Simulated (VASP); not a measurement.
Write the native input for VASP 6.6.1 that does the following.

```yaml
Task: relaxation of cell and atoms
Functional: PBE
Potentials_or_basis: VASP PAW PBE potentials, release 64 (Zn, S)
Cutoff: 600 eV
k_mesh: 10 × 10 × 10
Occupations: gaussian, width 0.01 eV
Spin: no spin polarisation
Target_pressure: 4 GPa
Dipole_correction: no
Further_INCAR_settings: ALGO = Normal; EDIFF = 1e-07; IBRION = 2; EDIFFG = -0.001; NSW = 80; ISIF = 3
```

The structure of ZnS lies in POSCAR:

```
ZnS
1.0
    0.0000000000      2.7216977293      2.7216977293
    2.7216977293      0.0000000000      2.7216977293
    2.7216977293      2.7216977293      0.0000000000
Zn S
1 1
Direct
    0.0000000000      0.0000000000      0.0000000000
    0.7500000000      0.7500000000      0.7500000000
```

One way to write it, as run:

INCAR

```
SYSTEM = ZnS
PREC     = Accurate       ! precision mode
ENCUT    = 600            ! plane-wave cutoff, eV
EDIFF    = 1E-7           ! SCF threshold, eV
ISMEAR   = 0              ! smearing method
SIGMA    = 0.01           ! smearing width, eV
LREAL    = .FALSE.        ! projectors in reciprocal space
LASPH    = .TRUE.         ! aspherical terms in the spheres
NELM     = 100            ! most SCF steps
ALGO     = Normal         ! electronic algorithm
ISIF     = 3              ! what is computed and relaxed
LWAVE    = .FALSE.        ! write WAVECAR
LCHARG   = .FALSE.        ! write CHGCAR
GGA      = PE             ! functional
IBRION   = 2              ! ionic algorithm
NSW      = 80             ! ionic steps
EDIFFG   = -0.001         ! ionic threshold
PSTRESS  = 40.0
```

KPOINTS

```
Automatic mesh
0
G
  10 10 10
  0 0 0
```

Potentials or basis: VASP PAW PBE potentials, release 64 (Zn, S).

The run is started by

```bash
$ cat potpaw_PBE.64/Zn/POTCAR potpaw_PBE.64/S/POTCAR > POTCAR
$ mpirun -np 1 vasp_std > vasp.out
```

It gave:

```
Relaxed volume                                         : 19.20 Å³/atom
Relaxed cell                                           : a = 3.787 Å, b = 3.787 Å, c = 3.787 Å, α = 60.00°, β = 60.00°, γ = 60.00°
Space group after relaxing (to 0.05 Å)                 : F-43m (No. 216)
Energy change on relaxing (the enthalpy is what falls) : +12.0 meV/atom
Ionic steps                                            : 17
Pressure after relaxing                                : 4.0 GPa
Band gap on the k mesh                                 : 2.24 eV, direct
```

Caveat: the cell is relaxed towards a set pressure, so the enthalpy falls and the energy may rise.

Run time: 110 s on 1 thread of Intel(R) Xeon(R) Platinum 8375C CPU @ 2.90GHz (Ice Lake) (shared host), peak memory 0.2 GiB.
